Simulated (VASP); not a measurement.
# La2O3 (P-3m1) in VASP: further runs

The runs below take La2O3 through single point, relaxation of cell and atoms, with LDA, PBEsol, r2SCAN.

Program: VASP 6.6.1. These are calculated values, not measurements. Logs are shortened: lines on timing, memory, paths and dates and some standing lists are left out, and cuts for length are marked.

## 1. The cell of the first run

Symmetry: P-3m1, No. 164, trigonal system. The conventional cell has a = 3.883 Å, b = 3.883 Å, c = 5.951 Å, α = 90.00°, β = 90.00°, γ = 120.00°. La (site symmetry 3m) has 7 O at 2.33 to 2.67 Å within 3.1 Å. O (site symmetry 3m) has 4 La at 2.33 to 2.40 Å and 6 O at 2.84 to 3.07 Å within 3.1 Å. Within 3.5 Å of O (site symmetry -3m) lie 6 La at 2.67 Å and 6 O at 3.07 Å.

## 2. Single point, LDA

INCAR reads:

```
ALGO = Normal
EDIFF = 1E-7
ENCUT = 520
GGA = CA
ISIF = 2
ISMEAR = -1
LASPH = True
LCHARG = True
LELF = True
LREAL = False
LVHAR = True
LWAVE = False
NBANDS = 28
NELM = 100
PREC = Accurate
SIGMA = 0.02
```

KPOINTS reads:

```
k-points
0
Gamma
  6 6 4
```

POSCAR reads:

```
La2O3
1.0
    3.8826585221      0.0000000000      0.0000000000
   -1.9413292611      3.3624809143      0.0000000000
    0.0000000000      0.0000000000      5.9511707413
La O
2 3
Direct
    0.6666666667      0.3333333333      0.7560333005
    0.3333333333      0.6666666667      0.2439666995
    0.6666666667      0.3333333333      0.3534515968
    0.3333333333      0.6666666667      0.6465484032
    0.0000000000      0.0000000000      0.0000000000
```

Potentials or basis: VASP PAW LDA potentials, release 64 (La, O).

Run with:

```
> cat potpaw_LDA.64/La/POTCAR potpaw_LDA.64/O/POTCAR > POTCAR
> mpirun -np 1 vasp_std > vasp.out
```

OUTCAR:

```text
EDIFF = 1E-7
   ENCUT = 520
   GGA = CA
   ISIF = 2
   ISMEAR = -1
   LASPH = True
   LREAL = False
   NELM = 100
   PREC = Accurate

 ion  position               nearest neighbor table
   1  0.667  0.333  0.756-   4 2.33   4 2.33   4 2.33   3 2.40   5 2.67   5 2.67   5 2.67   2 3.67
                             2 3.67   2 3.67
   2  0.333  0.667  0.244-   3 2.33   3 2.33   3 2.33   4 2.40   5 2.67   5 2.67   5 2.67   1 3.67
                             1 3.67   1 3.67
   3  0.667  0.333  0.353-   2 2.33   2 2.33   2 2.33   1 2.40
   4  0.333  0.667  0.647-   1 2.33   1 2.33   1 2.33   2 2.40
   5  0.000  0.000  0.000-   1 2.67   2 2.67   2 2.67   1 2.67   1 2.67   2 2.67

  LATTYP: Found a hexagonal cell.
 ALAT       =     3.8826585221
 C/A-ratio  =     1.5327566685

  Lattice vectors:

 A1 = (   3.8826585221,   0.0000000000,   0.0000000000)
 A2 = (  -1.9413292611,   3.3624809143,   0.0000000000)
 A3 = (   0.0000000000,   0.0000000000,   5.9511707413)

Analysis of symmetry for initial positions (statically):
=====================================================================
 Subroutine PRICEL returns:
 Original cell was already a primitive cell.

 Routine SETGRP: Setting up the symmetry group for a
 hexagonal supercell.

 Subroutine GETGRP returns: Found 12 space group operations
 (whereof 12 operations were pure point group operations)
 out of a pool of 24 trial point group operations.

The static configuration has the point symmetry D_3d.

Analysis of symmetry for dynamics (positions and initial velocities):
=====================================================================
 Subroutine PRICEL returns:
 Original cell was already a primitive cell.

 Routine SETGRP: Setting up the symmetry group for a
 hexagonal supercell.

 Subroutine GETGRP returns: Found 12 space group operations
 (whereof 12 operations were pure point group operations)
 out of a pool of 24 trial point group operations.

The dynamic configuration has the point symmetry D_3d.

 Subroutine INISYM returns: Found 12 space group operations
 (whereof 12 operations are pure point group operations),
 and found     1 'primitive' translations

----------------------------------------------------------------------------------------

                                     Primitive cell
[... 94 lines left out ...]
   ENCUT  =  520.0 eV  38.22 Ry    6.18 a.u.   7.22  7.22 11.07*2*pi/ulx,y,z
   NELM   =    100;   NELMIN=  2; NELMDL= -5     # of ELM steps
   EDIFF  = 0.1E-06   stopping-criterion for ELM
   LREAL  =      F    real-space projection
   EDIFFG = 0.1E-05   stopping-criterion for IOM
   NSW    =      0    number of steps for IOM
   IBRION =     -1    ionic relax: 0-MD 1-quasi-New 2-CG
   NFREE  =      0    steps in history (QN), initial steepest desc. (CG)
   ISIF   =      2    stress and relaxation
   ISYM   =      2    0-nonsym 1-usesym 2-fastsym
   POTIM  = 0.5000    time-step for ionic-motion
   TEBEG  =    0.0;   TEEND  =   0.0 temperature during run
   PSTRESS=    0.0 pullay stress
   NELECT =      40.0000    total number of electrons
   NUPDOWN=      -1.0000    fix difference up-down
   EMIN   =  10.00;   EMAX   =-10.00  energy-range for DOS
   EFERMI =   0.00;   METHOD = LEGACY
   ISMEAR =    -1;   SIGMA  =   0.02  broadening in eV -4-tet -1-fermi 0-gaus
   EFERMI_NEDOS =   21; number of points for ismear=-14 and -15
   IALGO  =     38    algorithm
   IMIX   =      4    mixing-type and parameters
     AMIX     =   0.40;   BMIX     =  1.00
     AMIX_MAG =   1.60;   BMIX_MAG =  1.00
  volume/ion in A,a.u.               =      15.54       104.86
  Fermi-wavevector in a.u.,A,eV,Ry     =   1.312092  2.479495 23.423598  1.721586
  Thomas-Fermi vector in A             =   2.442508
   LORBIT       =      0    0 simple, 1 ext, 2 COOP (PROOUT), +10 PAW based schemes
   GGA     = CA    functional components
   LHFCALC =     F    Hartree Fock is set to
   AEXX    =    0.0000 exact exchange contribution
   IVDW    =     0    specifies the selected vdW correction
   LEPSILON=     F    determine dielectric tensor
   LRPA    =     F    only Hartree local field effects (RPA)
 non-spin polarized calculation
  energy-cutoff  :      520.00
  volume of cell :       77.69
 maximum number of plane-waves:      2134
 NGX is ok and might be reduce to    30
   NGX = 15   NGY = 15   NGZ = 23

 number of electron      39.9999991 magnetization

 Free energy of the ion-electron system (eV)
  ---------------------------------------------------
  ext. energy  EPLUGINS =         0.00000000
  ---------------------------------------------------
  free energy    TOTEN  =       -45.89760983 eV

  energy without entropy =      -45.89760983  energy(sigma->0) =      -45.89760983

 E-fermi :   6.7353     XC(G=0): -11.1864

 val. band max:        6.2033576868   @ k =   0.5000   0.0000   0.5000
 cond. band min:       9.9364569910   @ k =   0.3333   0.3333   0.0000
 fundamental gap:      3.7330993042
 Fermi energy:         6.7352659121

 k-point     1 :       0.0000    0.0000    0.0000
  band No.  band energies     occupation
      1     -23.3109      2.00000
      2     -22.9795      2.00000
      3     -10.7202      2.00000
      4      -9.2748      2.00000
      5      -8.8517      2.00000
      6      -6.8077      2.00000
[... 733 lines left out ...]
     27      11.6847      0.00000
     28      11.7122      0.00000

------------------------ aborting loop because EDIFF is reached ----------------------------------------

  FORCE on cell =-STRESS in cart. coord.  units (eV):
  Direction    XX          YY          ZZ          XY          YZ          ZX
  --------------------------------------------------------------------------------------
  -------------------------------------------------------------------------------------
  Total       -0.0031278     -0.0031278     -0.0180825      0.0000000     -0.0000000      0.0000000
  in kB       -0.0644992     -0.0644992     -0.3728875      0.0000000     -0.0000000      0.0000000
  external PRESSURE =      -0.1672953 kB  Pullay stress =       0.0000000 kB

 VOLUME and BASIS-vectors are now :
 -----------------------------------------------------------------------------
  energy-cutoff  :      520.00
  volume of cell :       77.69
      direct lattice vectors                 reciprocal lattice vectors
     3.882658522  0.000000000  0.000000000     0.257555485  0.148699729  0.000000000
    -1.941329261  3.362480914  0.000000000     0.000000000  0.297399458  0.000000000
     0.000000000  0.000000000  5.951170741     0.000000000  0.000000000  0.168034164

 POSITION                                       TOTAL-FORCE (eV/Angst)
 -----------------------------------------------------------------------------------
      1.94133      1.12083      4.49928        -0.000000      0.000000      0.008604
     -0.00000      2.24165      1.45189         0.000000     -0.000000     -0.008604
      1.94133      1.12083      2.10345        -0.000000     -0.000000     -0.001664
     -0.00000      2.24165      3.84772        -0.000000      0.000000      0.001664
      0.00000      0.00000      0.00000        -0.000000      0.000000     -0.000000
 -----------------------------------------------------------------------------------
    total drift:                               -0.000000      0.000000     -0.000000

  FREE ENERGIE OF THE ION-ELECTRON SYSTEM (eV)
  ---------------------------------------------------
  free  energy   TOTEN  =       -45.8976098333 eV

  energy  without entropy=      -45.8976098333  energy(sigma->0) =      -45.89760983
```

OSZICAR:

```text
N       E                     dE             d eps       ncg     rms          rms(c)
DAV:   1     0.451929398087E+03    0.45193E+03   -0.15523E+04  1440   0.223E+03
DAV:   2     0.831009739615E+02   -0.36883E+03   -0.34944E+03  1696   0.356E+02
DAV:   3    -0.369615293377E+02   -0.12006E+03   -0.11533E+03  2236   0.194E+02
DAV:   4    -0.506038363572E+02   -0.13642E+02   -0.13608E+02  2276   0.731E+01
DAV:   5    -0.514769985085E+02   -0.87316E+00   -0.87244E+00  2368   0.192E+01    0.147E+01
DAV:   6    -0.461414773069E+02    0.53355E+01   -0.47263E+01  2176   0.380E+01    0.762E+00
DAV:   7    -0.459922261962E+02    0.14925E+00   -0.50800E+00  2600   0.199E+01    0.353E+00
DAV:   8    -0.459184609922E+02    0.73765E-01   -0.66747E-01  2368   0.623E+00    0.119E+00
DAV:   9    -0.458966504224E+02    0.21811E-01   -0.10728E-01  2392   0.233E+00    0.348E-01
DAV:  10    -0.458973864552E+02   -0.73603E-03   -0.22268E-02  2344   0.953E-01    0.164E-01
DAV:  11    -0.458977886421E+02   -0.40219E-03   -0.63378E-03  2528   0.546E-01    0.123E-01
DAV:  12    -0.458976100172E+02    0.17862E-03   -0.29567E-03  2248   0.297E-01    0.406E-02
DAV:  13    -0.458976312920E+02   -0.21275E-04   -0.84893E-04  2408   0.186E-01    0.346E-02
DAV:  14    -0.458976089578E+02    0.22334E-04   -0.19955E-04  2376   0.107E-01    0.462E-03
DAV:  15    -0.458976097694E+02   -0.81164E-06   -0.10967E-05  2048   0.251E-02    0.294E-03
DAV:  16    -0.458976098503E+02   -0.80810E-07   -0.21050E-06  2480   0.110E-02    0.149E-03
DAV:  17    -0.458976098333E+02    0.16958E-07   -0.35623E-07  1792   0.450E-03
   1 F= -.45897610E+02 E0= -.45897610E+02  d E =-.201887E-12
```

It took 39 s on 1 thread of Intel Xeon 6975P-C (Granite Rapids), shared host; peak memory 0.2 GiB.

What came out:

| Quantity | Value |
| --- | --- |
| Free energy | -45.8976 eV |
| Pressure | 0.0 GPa |
| Largest force | 0.009 eV/Å |
| Band gap on the k mesh | 3.73 eV (least direct gap 3.80 eV) |

Forces in eV/Å, atoms in the order of the input:
```
La   0.000  0.000  0.009
La   0.000  0.000 -0.009
O    0.000  0.000 -0.002
O    0.000  0.000  0.002
O    0.000  0.000  0.000
```

Caveat: spin-orbit coupling is left out, which moves the levels of the heavy elements.

## 3. Single point, PBEsol

This run uses another cell than the first one, of 15.96 Å³/atom.

INCAR reads:

```
  PREC = Accurate
  ENCUT = 520
  EDIFF = 1E-7
  ISMEAR = -1
  SIGMA = 0.02
  LREAL = False
  LASPH = True
  NELM = 80
  ALGO = Normal
  ISIF = 2
  LWAVE = False
  LCHARG = True
  GGA = PS
  LELF = True
  LVHAR = True
  NBANDS = 28
```

KPOINTS reads:

```
Automatic mesh
0
Gamma
  6 6 4
```

POSCAR reads:

```
La2O3
1.0
    3.9060044228      0.0000000000      0.0000000000
   -1.9530022114      3.3826990575      0.0000000000
    0.0000000000      0.0000000000      6.0409491990
La O
2 3
Direct
    0.6666666667      0.3333333333      0.7546156469
    0.3333333333      0.6666666667      0.2453843531
    0.6666666667      0.3333333333      0.3540131933
    0.3333333333      0.6666666667      0.6459868067
    0.0000000000      0.0000000000      0.0000000000
```

Potentials or basis: VASP PAW PBE potentials, release 64 (La, O).

Run with:

```
> cat potpaw_PBE.64/La/POTCAR potpaw_PBE.64/O/POTCAR > POTCAR
> mpirun -np 1 vasp_std > vasp.out
```

OUTCAR:

```text
PREC = Accurate
   ENCUT = 520
   EDIFF = 1E-7
   ISMEAR = -1
   LREAL = False
   LASPH = True
   NELM = 80
   ISIF = 2
   GGA = PS

 ion  position               nearest neighbor table
   1  0.667  0.333  0.755-   4 2.35   4 2.35   4 2.35   3 2.42   5 2.70   5 2.70   5 2.70
   2  0.333  0.667  0.245-   3 2.35   3 2.35   3 2.35   4 2.42   5 2.70   5 2.70   5 2.70
   3  0.667  0.333  0.354-   2 2.35   2 2.35   2 2.35   1 2.42
   4  0.333  0.667  0.646-   1 2.35   1 2.35   1 2.35   2 2.42
   5  0.000  0.000  0.000-   1 2.70   2 2.70   1 2.70   2 2.70   1 2.70   2 2.70

[... 945 lines left out ...]
  -------------------------------------------------------------------------------------
  Total       -0.1030963     -0.1030963     -0.0935047      0.0000000      0.0000000      0.0000000
  in kB       -2.0694379     -2.0694379     -1.8769063      0.0000000      0.0000000      0.0000000
  external PRESSURE =      -2.0052607 kB  Pullay stress =       0.0000000 kB

 VOLUME and BASIS-vectors are now :
 -----------------------------------------------------------------------------
  energy-cutoff  :      520.00
  volume of cell :       79.82
      direct lattice vectors                 reciprocal lattice vectors
     3.906004423  0.000000000  0.000000000     0.256016095  0.147810961  0.000000000
    -1.953002211  3.382699057  0.000000000     0.000000000  0.295621923  0.000000000
     0.000000000  0.000000000  6.040949199     0.000000000  0.000000000  0.165536899

 POSITION                                       TOTAL-FORCE (eV/Angst)
 -----------------------------------------------------------------------------------
      1.95300      1.12757      4.55859        -0.000000      0.000000     -0.008113
     -0.00000      2.25513      1.48235         0.000000     -0.000000      0.008113
      1.95300      1.12757      2.13858        -0.000000      0.000000     -0.002562
     -0.00000      2.25513      3.90237         0.000000      0.000000      0.002562
      0.00000      0.00000      0.00000         0.000000      0.000000      0.000000
 -----------------------------------------------------------------------------------
    total drift:                                0.000000      0.000000      0.000000

  FREE ENERGIE OF THE ION-ELECTRON SYSTEM (eV)
  ---------------------------------------------------
  free  energy   TOTEN  =       -43.7094618624 eV

  energy  without entropy=      -43.7094618623  energy(sigma->0) =      -43.70946186
```

OSZICAR:

```text
N       E                     dE             d eps       ncg     rms          rms(c)
DAV:   1     0.476814631358E+03    0.47681E+03   -0.15547E+04  1376   0.222E+03
DAV:   2     0.815758950285E+02   -0.39524E+03   -0.37486E+03  1784   0.359E+02
DAV:   3    -0.344123215745E+02   -0.11599E+03   -0.11259E+03  2184   0.203E+02
DAV:   4    -0.477633104274E+02   -0.13351E+02   -0.13302E+02  2316   0.718E+01
DAV:   5    -0.487360415019E+02   -0.97273E+00   -0.97195E+00  2352   0.209E+01    0.140E+01
DAV:   6    -0.438623304599E+02    0.48737E+01   -0.43078E+01  2216   0.360E+01    0.739E+00
DAV:   7    -0.437610042914E+02    0.10133E+00   -0.44961E+00  2624   0.188E+01    0.347E+00
DAV:   8    -0.437198984865E+02    0.41106E-01   -0.55457E-01  2328   0.584E+00    0.113E+00
DAV:   9    -0.437073433625E+02    0.12555E-01   -0.94170E-02  2456   0.225E+00    0.337E-01
DAV:  10    -0.437087109765E+02   -0.13676E-02   -0.20420E-02  2304   0.923E-01    0.152E-01
DAV:  11    -0.437096029541E+02   -0.89198E-03   -0.66182E-03  2576   0.575E-01    0.131E-01
DAV:  12    -0.437094193217E+02    0.18363E-03   -0.23332E-03  2072   0.280E-01    0.443E-02
DAV:  13    -0.437094661453E+02   -0.46824E-04   -0.86279E-04  2432   0.188E-01    0.243E-02
DAV:  14    -0.437094610731E+02    0.50722E-05   -0.11175E-04  2384   0.867E-02    0.431E-03
DAV:  15    -0.437094619146E+02   -0.84149E-06   -0.81451E-06  2256   0.213E-02    0.338E-03
DAV:  16    -0.437094619177E+02   -0.31300E-08   -0.37570E-06  2440   0.124E-02    0.287E-03
DAV:  17    -0.437094618624E+02    0.55381E-07   -0.66291E-07  2096   0.707E-03
   1 F= -.43709462E+02 E0= -.43709462E+02  d E =-.325733E-10
```

Run time: 43 s. Hardware: 1 thread of Intel Xeon 6975P-C (Granite Rapids), shared host; peak memory 0.22 GiB.

What came out:

```yaml
Free_energy: -43.7095 eV
Pressure: -0.2 GPa
Largest_force: 0.008 eV/Å
Band_gap_on_the_k_mesh: 3.78 eV (least direct gap 3.87 eV)
```

Forces on the atoms (eV/Å):
```
La   0.000  0.000 -0.008
La   0.000  0.000  0.008
O    0.000  0.000 -0.003
O    0.000  0.000  0.003
O    0.000  0.000  0.000
```

Caveat: the PAW data sets were made with another functional, which shifts forces and pressure a little; spin-orbit coupling is left out, which moves the levels of the heavy elements. A k mesh can miss the band edges.

(Part 1 of 2 ends here.)
